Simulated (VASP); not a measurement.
Write the native input for VASP 6.6.1 that does the following.

```yaml
Task: relaxation of cell and atoms
Functional: PBE
Dispersion: D4
Potentials_or_basis: VASP PAW PBE potentials, release 64 (Ti_sv, C)
Cutoff: 600 eV
k_mesh: 11 × 11 × 11
Occupations: fermi-dirac, width 0.05 eV
Spin: no spin polarisation
Dipole_correction: no
Further_INCAR_settings: ALGO = Normal; EDIFF = 1e-07; IBRION = 2; EDIFFG = -0.01; NSW = 60; ISIF = 3
```

The structure of TiC lies in POSCAR:

```
TiC
1.0
    0.0000000000      2.1657188437      2.1657188437
    2.1657188437      0.0000000000      2.1657188437
    2.1657188437      2.1657188437      0.0000000000
Ti C
1 1
Direct
    0.0000000000      0.0000000000      0.0000000000
    0.5000000000      0.5000000000      0.5000000000
```

The input as run:

INCAR

```
PREC = Accurate ; ENCUT = 600
EDIFF = 1E-7 ; ISMEAR = -1
SIGMA = 0.05 ; LREAL = False
LASPH = True ; NELM = 80
ALGO = Normal ; ISIF = 3
LWAVE = False ; LCHARG = False
GGA = PE ; IVDW = 13
IBRION = 2 ; NSW = 60
EDIFFG = -0.01
```

KPOINTS

```
regular mesh
0
Gamma
  11 11 11
```

Potentials or basis: VASP PAW PBE potentials, release 64 (Ti_sv, C).

Launch:

```console
$ cat potpaw_PBE.64/Ti_sv/POTCAR potpaw_PBE.64/C/POTCAR > POTCAR
$ mpirun -np 1 vasp_std > vasp.out
```

Results of the run:

The relaxed volume is 9.98 Å³/atom, the relaxed cell is a = 3.045 Å, b = 3.045 Å, c = 3.045 Å, α = 60.00°, β = 60.00°, γ = 60.00° and the space group after relaxing (to 0.05 Å) is Fm-3m (No. 225). The energy gained by relaxing is 2.5 meV/atom. The ionic steps are 3. The pressure after relaxing is 0.0 GPa, the band gap on the k mesh is zero (band 8 reaches 10.32 eV, above the bottom of band 9 at 9.21 eV) and the dispersion energy per atom is -0.282 eV.

Caveat: pairwise dispersion overbinds metals, which lowers pressure and volume.

Run time: 34 s on 1 thread of Intel(R) Xeon(R) Platinum 8488C (Sapphire Rapids) (shared host), peak memory 0.15 GiB.
